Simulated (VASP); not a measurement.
# TiO2 (R-3m) in VASP: further runs, part 2 of 2

VASP 6.6.1.

### Step 4. Single point, PBE+D3(BJ)+U (13.30 Å³/atom)

This run uses another cell than the first one, of 13.30 Å³/atom.

The input, INCAR:

```
PREC     = Accurate       # precision mode
ENCUT    = 520            # plane-wave cutoff, eV
EDIFF    = 1E-6           # SCF threshold, eV
ISMEAR   = 0              # smearing method
SIGMA    = 0.05           # smearing width, eV
LREAL    = F              # projectors in reciprocal space
LASPH    = T              # aspherical terms in the spheres
NELM     = 150            # most SCF steps
ALGO     = Normal         # electronic algorithm
ISIF     = 2              # what is computed and relaxed
LWAVE    = F              # write WAVECAR
LCHARG   = T              # write CHGCAR
LMAXMIX  = 4              # l up to which the mixer works
LDAU     = T              # DFT+U
LDAUTYPE = 2            
LDAUL    = 2 -1           # shell
LDAUU    = 4 0            # U, eV
LDAUJ    = 0 0          
LDAUPRINT= 1            
GGA      = PE             # functional
IVDW     = 12             # dispersion correction
LELF     = T              # ELF
LVHAR    = T            
NBANDS   = 19             # bands
```

The input, KPOINTS:

```
Automatic mesh
0
Gamma
  12 12 12
```

The input, POSCAR:

```
TiO2
1.0
    1.6191308254      0.9348056179      4.3929178134
   -1.6191308254      0.9348056179      4.3929178134
    0.0000000000     -1.8696112358      4.3929178134
Ti O
1 2
Direct
    0.0000000000      0.0000000000      0.0000000000
    0.6017580785      0.6017580785      0.6017580785
    0.3982419215      0.3982419215      0.3982419215
```

Potentials or basis: VASP PAW PBE potentials, release 64 (Ti_sv, O).

On the command line:

```console
$ cat potpaw_PBE.64/Ti_sv/POTCAR potpaw_PBE.64/O/POTCAR > POTCAR
$ mpirun -np 1 vasp_std > vasp.out
```

OUTCAR:

```text
PREC = Accurate
   ENCUT = 520
   EDIFF = 1E-6
   ISMEAR = 0
   LREAL = F
   LASPH = T
   NELM = 150
   ISIF = 2
   GGA = PE
   IVDW = 12
 IVDW          = 12

 ion  position               nearest neighbor table
   1  0.000  0.000  0.000-   2 2.06   2 2.06   3 2.06   3 2.06   2 2.06   3 2.06
   2  0.602  0.602  0.602-   1 2.06   1 2.06   1 2.06
   3  0.398  0.398  0.398-   1 2.06   1 2.06   1 2.06

  LATTYP: Found a trigonal (rhomboedric) cell.
 ALAT       =     4.7742196313
 COS(alpha) =     0.7699675583
[... 758 lines left out ...]

 Edisp (eV)   -0.56384

 E8    (eV) :    -0.2212

  FORCE on cell =-STRESS in cart. coord.  units (eV):
  Direction    XX          YY          ZZ          XY          YZ          ZX
  --------------------------------------------------------------------------------------
  -------------------------------------------------------------------------------------
  Total      -5.74807    -5.74807     1.44832     0.00000    -0.00000     0.00000
  in kB    -230.84730  -230.84730    58.16566     0.00000    -0.00000     0.00000
  external pressure =     -134.51 kB  Pullay stress =        0.00 kB

 VOLUME and BASIS-vectors are now :
 -----------------------------------------------------------------------------
  energy-cutoff  :      520.00
  volume of cell :       39.89
      direct lattice vectors                 reciprocal lattice vectors
     1.619130825  0.934805618  4.392917813     0.308807659  0.178290185  0.075879711
    -1.619130825  0.934805618  4.392917813    -0.308807659  0.178290185  0.075879711
     0.000000000 -1.869611236  4.392917813     0.000000000 -0.356580370  0.075879711

 POSITION                                       TOTAL-FORCE (eV/Angst)
 -----------------------------------------------------------------------------------
      0.00000      0.00000      0.00000        -0.000000      0.000000      0.000000
      0.00000      0.00000      7.93042         0.000000     -0.000000     -0.053162
      0.00000      0.00000      5.24833         0.000000     -0.000000      0.053162
 -----------------------------------------------------------------------------------
    total drift:                                0.000000      0.000000     -0.000000

  FREE ENERGIE OF THE ION-ELECTRON SYSTEM (eV)
  ---------------------------------------------------
  free  energy   TOTEN  =       -23.8744120890 eV

  energy  without entropy=      -23.8744120890  energy(sigma->0) =      -23.87441209
```

OSZICAR:

```text
N       E                     dE             d eps       ncg     rms          rms(c)
DAV:   1     0.258783272262E+03    0.25878E+03   -0.12660E+04  7182   0.139E+03
DAV:   2    -0.984902114498E+01   -0.26863E+03   -0.25606E+03  8273   0.393E+02
DAV:   3    -0.329740092156E+02   -0.23125E+02   -0.22941E+02  8484   0.123E+02
DAV:   4    -0.338910446081E+02   -0.91704E+00   -0.91525E+00 10168   0.220E+01
DAV:   5    -0.339077418803E+02   -0.16697E-01   -0.16695E-01  8415   0.279E+00    0.203E+01
DAV:   6    -0.238463892878E+02    0.10061E+02   -0.45098E+01  8635   0.741E+01    0.908E+00
DAV:   7    -0.234959927777E+02    0.35040E+00   -0.91137E+00  7709   0.255E+01    0.507E+00
DAV:   8    -0.233153345798E+02    0.18066E+00   -0.54860E-01  8126   0.764E+00    0.278E+00
DAV:   9    -0.234962747609E+02   -0.18094E+00   -0.14938E+00  7882   0.114E+01    0.374E+00
DAV:  10    -0.233365329704E+02    0.15974E+00   -0.57097E-01  8035   0.671E+00    0.137E+00
DAV:  11    -0.233188775435E+02    0.17655E-01   -0.23103E-01  7402   0.502E+00    0.760E-01
DAV:  12    -0.233115517508E+02    0.73258E-02   -0.21143E-02  7978   0.155E+00    0.315E-01
DAV:  13    -0.233109850702E+02    0.56668E-03   -0.21287E-03  7668   0.359E-01    0.163E-01
DAV:  14    -0.233106292623E+02    0.35581E-03   -0.11363E-03  9644   0.268E-01    0.635E-02
DAV:  15    -0.233105840082E+02    0.45254E-04   -0.10068E-04  8068   0.936E-02    0.294E-02
DAV:  16    -0.233105720297E+02    0.11978E-04   -0.80124E-05  7650   0.931E-02    0.618E-03
DAV:  17    -0.233105715644E+02    0.46528E-06   -0.40664E-06  7499   0.220E-02
   1 F= -.23874412E+02 E0= -.23874412E+02  d E =-.125252E-30
```

Wall time 95 s (1 thread of Intel Xeon 6975P-C (Granite Rapids), shared host); peak memory 0.3 GiB.

Results:

| Property | Result |
| --- | --- |
| Free energy | -23.8744 eV |
| Pressure | -13.5 GPa |
| Largest force | 0.053 eV/Å |
| Band gap on the k mesh | 2.15 eV (least direct gap 2.46 eV) |
| Dispersion energy per atom | -0.188 eV |

Forces in eV/Å, atoms in the order of the input:
```
Ti   0.000  0.000  0.000
O    0.000  0.000 -0.053
O    0.000  0.000  0.053
```

Eigenvalues of the final occupation matrices:
| site | spin | trace | eigenvalues |
| --- | --- | --- | --- |
| site 1 d | 1 | 0.75 | 0.08 0.08 0.09 0.25 0.25 |
| site 1 d | 2 | 0.75 | 0.08 0.08 0.09 0.25 0.25 |

Caveat: the stress differs along the axes, from -23 to 6 GPa.

### Step 5. Single point, PBE+D3(BJ)+U (13.30 Å³/atom)

This run uses another cell than the first one, of 13.30 Å³/atom.

The input, INCAR:

```
  PREC = Accurate
  ENCUT = 520
  EDIFF = 1E-7
  ISMEAR = 0
  SIGMA = 0.05
  LREAL = False
  LASPH = True
  NELM = 150
  ALGO = Normal
  ISIF = 2
  LWAVE = False
  LCHARG = False
  LMAXMIX = 4
  LDAU = True
  LDAUTYPE = 2
  LDAUL = 2 -1
  LDAUU = 4 0
  LDAUJ = 0 0
  LDAUPRINT = 1
  GGA = PE
  IVDW = 12
  NBANDS = 19
```

The input, KPOINTS:

```
regular mesh
0
Gamma
  12 12 12
```

The input, POSCAR:

```
TiO2
1.0
    1.5549521159      0.8977520227      4.7630256579
   -1.5549521159      0.8977520227      4.7630256579
    0.0000000000     -1.7955040454      4.7630256579
Ti O
1 2
Direct
    0.0000000000      0.0000000000      0.0000000000
    0.6017580785      0.6017580785      0.6017580785
    0.3982419215      0.3982419215      0.3982419215
```

On the command line:

```console
$ cat potpaw_PBE.64/Ti_sv/POTCAR potpaw_PBE.64/O/POTCAR > POTCAR
$ mpirun -np 1 vasp_std > vasp.out
```

Wall time 2.7 min (1 thread of Intel Xeon 6975P-C (Granite Rapids), shared host); peak memory 0.33 GiB.

The run converged. Its results:

* Free energy: -24.2851 eV
* Pressure: -6.9 GPa
* Band gap on the k mesh: 2.67 eV (least direct gap 2.97 eV)
* Dispersion energy per atom: -0.186 eV

Forces on the atoms (eV/Å):
```
Ti   0.000  0.000  0.000
O    0.000  0.000 -0.003
O    0.000  0.000  0.003
```

Stress tensor (GPa, compression positive):
```
-10.77   0.00   0.00
  0.00 -10.77   0.00
  0.00   0.00   0.94
```

Levels at points of the mesh, in eV from the valence-band top:
```csv
k point,band 9,band 10,band 11,band 12,band 13,band 14,band 15,band 16
"(0.00, 0.00, 0.00)",-3.90,-0.70,-0.70,-0.30,2.67,2.67,4.05,6.13
"(0.50, 0.00, 0.00)",-2.96,-1.80,-1.43,-1.08,2.89,3.49,3.52,5.26
"(0.50, 0.50, 0.00)",-2.90,-1.90,-1.89,-0.60,2.92,3.46,3.53,5.09
"(0.50, 0.50, 0.50)",-3.07,-1.49,-0.62,-0.62,2.68,2.68,4.18,6.07
```

Eigenvalues of the final occupation matrices:
```
    site  spin  trace               eigenvalues
site 1 d     1   0.78  0.09 0.09 0.09 0.26 0.26
site 1 d     2   0.78  0.09 0.09 0.09 0.26 0.26
```

Caveat: the stress differs along the axes, from -11 to 1 GPa. A k mesh can miss the band edges.

### Step 6. Summary

```tsv
cell	gap on the mesh (eV)	pressure (GPa)	largest force (eV/Å)
a = 4.864 Å, angles 37.6°, 3 atoms	2.55	-4.2	0.56
a = 5.445 Å, angles 31.8°, 3 atoms	3.08	0.2	0.41
a = 4.774 Å, angles 39.6°, 3 atoms	2.15	-13.5	0.05
a = 5.090 Å, angles 35.6°, 3 atoms	2.67	-6.9	-
```

Alike in all rows: task single point; level PBE+D3(BJ)+U; potentials or basis VASP PAW PBE potentials, release 64 (Ti_sv, O); no spin polarisation; Ti d U = 4.0 eV; k mesh 12 × 12 × 12; cutoff (eV) 520; smearing gaussian 0.05 eV.

Caveats: the stress differs along the axes, from -10 to 8 GPa (at least some runs); the stress differs along the axes, from -4 to 3 GPa (at least some runs); the stress differs along the axes, from -23 to 6 GPa (at least some runs); the stress differs along the axes, from -11 to 1 GPa (at least some runs).

Total energies depend on the potentials used, so only differences within one code and one set of settings carry meaning.
